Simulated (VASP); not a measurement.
# B2C (I4_1/amd) in VASP: relaxation of cell and atoms with PBE

Aim: the relaxation of cell and atoms of B2C with PBE.

Everything below comes from runs of VASP 6.6.1. Logs are shortened: lines on timing, memory, paths and dates and some standing lists are left out, and cuts for length are marked.

### 1 The cell of the first run

Symmetry: I4_1/amd, No. 141, tetragonal system. The conventional cell has a = 2.738 Å, b = 2.738 Å, c = 11.778 Å, α = 90.00°, β = 90.00°, γ = 90.00°. B (site symmetry 2mm) has 2 C at 1.57 Å and 2 B at 1.97 Å within 2.1 Å. Within 2.1 Å of C (site symmetry -4m2) lie 4 B at 1.57 Å.

### 2 Relaxation of cell and atoms, PBE

Input file INCAR:

```
SYSTEM = B2C
ALGO = Normal ; EDIFF = 1E-7
EDIFFG = -0.001 ; ENCUT = 600
GGA = PE ; IBRION = 2
ISIF = 3 ; ISMEAR = 0
LASPH = .True. ; LCHARG = .False.
LREAL = .False. ; LWAVE = .False.
NELM = 100 ; NSW = 80
PREC = Accurate ; SIGMA = 0.1
```

Input file KPOINTS:

```
k-points
0
Gamma
  16 16 16
  0 0 0
```

Input file POSCAR:

```
B2C
1.0
   -1.3691723394      1.3691723394      5.8889693893
    1.3691723394     -1.3691723394      5.8889693893
    1.3691723394      1.3691723394     -5.8889693893
B C
4 2
Direct
    0.4351405797      0.9351405797      0.5000000000
    0.0648594203      0.5648594203      0.5000000000
    0.3148594203      0.3148594203      0.0000000000
    0.6851405797      0.6851405797      0.0000000000
    0.0000000000      0.0000000000      0.0000000000
    0.7500000000      0.2500000000      0.5000000000
```

Potentials or basis: VASP PAW PBE potentials, release 64 (B, C).

The run is started by

```sh
cat potpaw_PBE.64/B/POTCAR potpaw_PBE.64/C/POTCAR > POTCAR
mpirun -np 1 vasp_std > vasp.out
```

OUTCAR:

```text
SYSTEM = B2C
   EDIFF = 1E-7
   EDIFFG = -0.001
   ENCUT = 600
   GGA = PE
   IBRION = 2
   ISIF = 3
   ISMEAR = 0
   LASPH = .True.
   LREAL = .False.
   NELM = 100
   NSW = 80
   PREC = Accurate

 ion  position               nearest neighbor table
   1  0.435  0.935  0.500-   5 1.57   5 1.57   3 1.97   3 1.97
   2  0.065  0.565  0.500-   5 1.57   5 1.57   4 1.97   4 1.97
   3  0.315  0.315  0.000-   6 1.57   6 1.57   1 1.97   1 1.97
   4  0.685  0.685  0.000-   6 1.57   6 1.57   2 1.97   2 1.97
   5  0.000  0.000  0.000-   2 1.57   1 1.57   2 1.57   1 1.57
   6  0.750  0.250  0.500-   3 1.57   4 1.57   3 1.57   4 1.57

  LATTYP: Found a body centered tetragonal cell.
 ALAT       =     2.7383446788
 C/A-ratio  =     4.3011162436

  Lattice vectors:

 A1 = (  -1.3691723394,   1.3691723394,   5.8889693893)
 A2 = (   1.3691723394,  -1.3691723394,   5.8889693893)
 A3 = (   1.3691723394,   1.3691723394,  -5.8889693893)

Analysis of symmetry for initial positions (statically):
=====================================================================
 Subroutine PRICEL returns:
 Original cell was already a primitive cell.

 Routine SETGRP: Setting up the symmetry group for a
 body centered tetragonal supercell.

 Subroutine GETGRP returns: Found 16 space group operations
 (whereof  8 operations were pure point group operations)
 out of a pool of 16 trial point group operations.

The static configuration has the point symmetry D_2d.
 The point group associated with its full space group is D_4h.

Analysis of symmetry for dynamics (positions and initial velocities):
=====================================================================
 Subroutine PRICEL returns:
 Original cell was already a primitive cell.

 Routine SETGRP: Setting up the symmetry group for a
 body centered tetragonal supercell.

 Subroutine GETGRP returns: Found 16 space group operations
 (whereof  8 operations were pure point group operations)
 out of a pool of 16 trial point group operations.

The dynamic configuration has the point symmetry D_2d.
 The point group associated with its full space group is D_4h.

 Subroutine INISYM returns: Found 16 space group operations
 (whereof  8 operations are pure point group operations),
 and found     1 'primitive' translations

----------------------------------------------------------------------------------------

                                     Primitive cell

  volume of cell :      44.1586

  direct lattice vectors                    reciprocal lattice vectors
    -1.369172339  1.369172339  5.888969389     0.000000000  0.365184123  0.084904500
     1.369172339 -1.369172339  5.888969389     0.365184123  0.000000000  0.084904500
     1.369172339  1.369172339 -5.888969389     0.365184123  0.365184123  0.000000000

  length of vectors
     6.199131089  6.199131089  6.199131089     0.374924283  0.374924283  0.516448340

  position of ions in fractional coordinates (direct lattice)
     0.435140580  0.935140580  0.500000000
     0.064859420  0.564859420  0.500000000
     0.314859420  0.314859420  0.000000000
     0.685140580  0.685140580  0.000000000
     0.000000000  0.000000000  0.000000000
     0.750000000  0.250000000  0.500000000

  ion indices of the primitive-cell ions
   primitive index   ion index
                 1           1
                 2           2
                 3           3
                 4           4
                 5           5
                 6           6

----------------------------------------------------------------------------------------

 KPOINTS: k-points

Automatic generation of k-mesh.
 Grid dimensions read from file:
 generate k-points for:   16   16   16

 Generating k-lattice:

  Cartesian coordinates                     Fractional coordinates (reciprocal lattice)
     0.000000000  0.022824008  0.005306531     0.062500000  0.000000000 -0.000000000
     0.022824008  0.000000000  0.005306531     0.000000000  0.062500000 -0.000000000
     0.022824008  0.022824008  0.000000000     0.000000000  0.000000000  0.062500000

  Length of vectors
     0.023432768  0.023432768  0.032278021

  Shift w.r.t. Gamma in fractional coordinates (k-lattice)
     0.000000000  0.000000000  0.000000000

 Subroutine IBZKPT returns following result:
 ===========================================

 Found    349 irreducible k-points:

 Following reciprocal coordinates:
            Coordinates               Weight
  0.000000  0.000000  0.000000      1.000000
  0.062500  0.000000  0.000000      8.000000
  0.125000  0.000000  0.000000      8.000000
  0.187500 -0.000000  0.000000      8.000000
  0.250000  0.000000  0.000000      8.000000
  0.312500  0.000000  0.000000      8.000000
[... 16 lines left out ...]
 -0.125000  0.062500  0.000000     16.000000
 -0.062500  0.062500  0.000000      4.000000
 [... further k-points ...]
   k-points           NKPTS =    349   k-points in BZ     NKDIM =    349   number of bands    NBANDS=     14
   number of dos      NEDOS =    301   number of ions     NIONS =      6
   total plane-waves  NPLWV = 125000
   dimension x,y,z NGX =    50 NGY =   50 NGZ =   50
   dimension x,y,z NGXF=   100 NGYF=  100 NGZF=  100
   ions per type =               4   2
   NGX,Y,Z   is equivalent  to a cutoff of  13.41, 13.41, 13.41 a.u.
   NGXF,Y,Z  is equivalent  to a cutoff of  26.82, 26.82, 26.82 a.u.
 SYSTEM =  B2C
   PREC   = accura    normal or accurate (medium, high low for compatibility)
   ISTART =      0    job   : 0-new  1-cont  2-samecut
   ICHARG =      2    charge: 1-file 2-atom 10-const
   ISPIN  =      1    spin polarized calculation?
   LNONCOLLINEAR =      F non collinear calculations
   LSORBIT =      F    spin-orbit coupling
   LASPH  =      T    aspherical Exc in radial PAW
   ENCUT  =  600.0 eV  44.10 Ry    6.64 a.u.  12.38 12.38 12.38*2*pi/ulx,y,z
   NELM   =    100;   NELMIN=  2; NELMDL= -5     # of ELM steps
   EDIFF  = 0.1E-06   stopping-criterion for ELM
   LREAL  =      F    real-space projection
   EDIFFG = -.1E-02   stopping-criterion for IOM
   NSW    =     80    number of steps for IOM
   IBRION =      2    ionic relax: 0-MD 1-quasi-New 2-CG
   NFREE  =      1    steps in history (QN), initial steepest desc. (CG)
   ISIF   =      3    stress and relaxation
   ISYM   =      2    0-nonsym 1-usesym 2-fastsym
   POTIM  = 0.5000    time-step for ionic-motion
   TEBEG  =    0.0;   TEEND  =   0.0 temperature during run
   PSTRESS=    0.0 pullay stress
   NELECT =      20.0000    total number of electrons
   NUPDOWN=      -1.0000    fix difference up-down
   EMIN   =  10.00;   EMAX   =-10.00  energy-range for DOS
   EFERMI =   0.00;   METHOD = LEGACY
   ISMEAR =     0;   SIGMA  =   0.10  broadening in eV -4-tet -1-fermi 0-gaus
   EFERMI_NEDOS =   21; number of points for ismear=-14 and -15
   IALGO  =     38    algorithm
   IMIX   =      4    mixing-type and parameters
     AMIX     =   0.40;   BMIX     =  1.00
     AMIX_MAG =   1.60;   BMIX_MAG =  1.00
  volume/ion in A,a.u.               =       7.36        49.67
  Fermi-wavevector in a.u.,A,eV,Ry     =   1.257225  2.375811 21.505567  1.580615
  Thomas-Fermi vector in A             =   2.390894
   LORBIT       =      0    0 simple, 1 ext, 2 COOP (PROOUT), +10 PAW based schemes
   GGA     = PE    functional components
   LHFCALC =     F    Hartree Fock is set to
   AEXX    =    0.0000 exact exchange contribution
   IVDW    =     0    specifies the selected vdW correction
   LEPSILON=     F    determine dielectric tensor
   LRPA    =     F    only Hartree local field effects (RPA)
 conjugate gradient relaxation of ions
 non-spin polarized calculation
 Gauss-broadening in eV      SIGMA  =   0.10
  energy-cutoff  :      600.00
  volume of cell :       44.16
 maximum number of plane-waves:      1515
 NGX is ok and might be reduce to    50
   NGX = 25   NGY = 25   NGZ = 25

--------------------------------------- Ionic step        1  -------------------------------------------

 number of electron      20.0000000 magnetization

 Free energy of the ion-electron system (eV)
  ---------------------------------------------------
  ext. energy  EPLUGINS =         0.00000000
  ---------------------------------------------------
  free energy    TOTEN  =       -43.29454706 eV

  energy without entropy =      -43.28812348  energy(sigma->0) =      -43.29133527

------------------------ aborting loop because EDIFF is reached ----------------------------------------

  FORCE on cell =-STRESS in cart. coord.  units (eV):
  Direction    XX          YY          ZZ          XY          YZ          ZX
  --------------------------------------------------------------------------------------
  -------------------------------------------------------------------------------------
  Total       -0.0027638     -0.0027638     -0.0370275      0.0000000      0.0000000      0.0000000
  in kB       -0.1002760     -0.1002760     -1.3434453      0.0000000      0.0000000      0.0000000
  external PRESSURE =      -0.5146658 kB  Pullay stress =       0.0000000 kB
[... 185 lines left out ...]
  energy  without entropy=      -43.2881406227  energy(sigma->0) =      -43.29135413

--------------------------------------- Ionic step        6  -------------------------------------------

 number of electron      20.0000000 magnetization

 Free energy of the ion-electron system (eV)
  ---------------------------------------------------
  ext. energy  EPLUGINS =         0.00000000
  ---------------------------------------------------
  free energy    TOTEN  =       -43.29456770 eV

  energy without entropy =      -43.28813884  energy(sigma->0) =      -43.29135327

 E-fermi :   5.4425     XC(G=0): -11.7254

 val. band max:        5.4416525973   @ k =  -0.1250   0.5000   0.0625
 cond. band min:       5.4432396202   @ k =  -0.3125  -0.3125   0.2500
 fundamental gap:      0.0015870228
 Fermi energy:         5.4424841669

 k-point     1 :       0.0000    0.0000    0.0000
  band No.  band energies     occupation
      1     -10.5205      2.00000
      2      -8.7288      2.00000
      3      -4.6604      2.00000
      4       2.1224      2.00000
      5       2.2150      2.00000
      6       2.2150      2.00000
      7       2.5517      2.00000
      8       2.5517      2.00000
      9       3.0110      2.00000
     10       8.9851      0.00000
     11      10.1331      0.00000
     12      10.1331      0.00000
     13      11.0491      0.00000
     14      11.9950      0.00000
[... 375 lines left out ...]
 k-point    24 :      -0.0625    0.0625    0.0000
  band No.  band energies     occupation
      1     -10.4060      2.00000
      2      -8.6252      2.00000
      3      -4.5389      2.00000
      4       1.5006      2.00000
      5       1.9781      2.00000
      6       2.2388      2.00000
      7       2.2405      2.00000
      8       2.6920      2.00000
      9       3.0954      2.00000
     10       8.4712      0.00000
     11       9.5970      0.00000
     12       9.7852      0.00000
     13      11.8250      0.00000
     14      12.4036      0.00000

 [... further k-points ...]

------------------------ aborting loop because EDIFF is reached ----------------------------------------

  FORCE on cell =-STRESS in cart. coord.  units (eV):
  Direction    XX          YY          ZZ          XY          YZ          ZX
  --------------------------------------------------------------------------------------
  -------------------------------------------------------------------------------------
  Total       -0.0028875     -0.0028875      0.0000973      0.0000000      0.0000000      0.0000000
  in kB       -0.1048115     -0.1048115      0.0035320      0.0000000      0.0000000      0.0000000
  external PRESSURE =      -0.0686970 kB  Pullay stress =       0.0000000 kB
[... 21 lines left out ...]
  FREE ENERGIE OF THE ION-ELECTRON SYSTEM (eV)
  ---------------------------------------------------
  free  energy   TOTEN  =       -43.2945677038 eV

  energy  without entropy=      -43.2881388394  energy(sigma->0) =      -43.29135327

 reached required accuracy - stopping structural energy minimisation
```

Wall time 27 min (1 thread of AMD EPYC 7R13 (Zen 3), shared host); peak memory 0.47 GiB.

What came out:

```yaml
Free_energy: -43.2946 eV
Relaxed_volume: 7.36 Å³/atom
Relaxed_cell: a = 6.196 Å, b = 6.196 Å, c = 6.196 Å, α = 154.47°, β = 154.47°, γ = 36.42°
Space_group_after_relaxing_to_0.1_Å: I4_1/amd (No. 141)
Energy_gained_by_relaxing: 0.0 meV/atom
Ionic_steps: 6
Pressure_after_relaxing: 0.0 GPa
Band_gap_on_the_k_mesh: zero (bands 10 and 11 overlap by 5.73 eV)
```

Final structure:
```yaml
crystal:
  lattice:
    - [-1.36923, 1.36923, 5.88580]
    - [1.36923, -1.36923, 5.88580]
    - [1.36923, 1.36923, -5.88580]
  atoms:
    - { symbol: B, position: [0.43510, 0.93510, 0.50000] }
    - { symbol: B, position: [0.06490, 0.56490, 0.50000] }
    - { symbol: B, position: [0.31490, 0.31490, 0.00000] }
    - { symbol: B, position: [0.68510, 0.68510, 0.00000] }
    - { symbol: C, position: [0.00000, 0.00000, 0.00000] }
    - { symbol: C, position: [0.75000, 0.25000, 0.50000] }
```
